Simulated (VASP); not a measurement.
Write the native input for VASP 6.6.1 that does the following.

| Item | Value |
| --- | --- |
| Task | single point |
| Functional | PBE |
| Potentials or basis | VASP PAW PBE potentials, release 64 (Cd, Os) |
| Cutoff | 520 eV |
| k mesh | 8 × 8 × 8 |
| Occupations | gaussian, width 0.1 eV |
| Spin | no spin polarisation |
| Dipole correction | no |
| Further INCAR settings | ALGO = Normal; EDIFF = 1e-06; NBANDS = 21 |

The structure of CdOs2 lies in POSCAR:

```
CdOs2
1.0
   -1.4229566280      1.4229566280      6.0370333498
    1.4229566280     -1.4229566280      6.0370333498
    1.4229566280      1.4229566280     -6.0370333498
Cd Os
1 2
Direct
    0.0000000000      0.0000000000      0.0000000000
    0.6841055308      0.6841055308      0.0000000000
    0.3158944692      0.3158944692      0.0000000000
```

These files were run (other wordings do the same):

INCAR

```
SYSTEM = CdOs2
PREC = Accurate
ENCUT = 520
EDIFF = 1E-6
ISMEAR = 0
SIGMA = 0.1
LREAL = .FALSE.
LASPH = .TRUE.
NELM = 60
ALGO = Normal
ISIF = 2
LWAVE = .FALSE.
LCHARG = .TRUE.
GGA = PE
LELF = .TRUE.
LVHAR = .TRUE.
NBANDS = 21
```

KPOINTS

```
Automatic mesh
0
G
  8 8 8
  0 0 0
```

Potentials or basis: VASP PAW PBE potentials, release 64 (Cd, Os).

Launch:

```bash
$ cat potpaw_PBE.64/Cd/POTCAR potpaw_PBE.64/Os/POTCAR > POTCAR
$ mpirun -np 1 vasp_std > vasp.out
```

Results of the run:

```yaml
Pressure: 0.2 GPa
Largest_force: 0.090 eV/Å
Band_gap_on_the_k_mesh: zero (bands 14 and 15 overlap by 2.67 eV)
```

Caveat: spin-orbit coupling is left out, which moves the levels of the heavy elements.

It took 2.2 min on 1 thread of Intel(R) Xeon(R) Platinum 8488C (Sapphire Rapids) (shared host), peak memory 0.34 GiB.
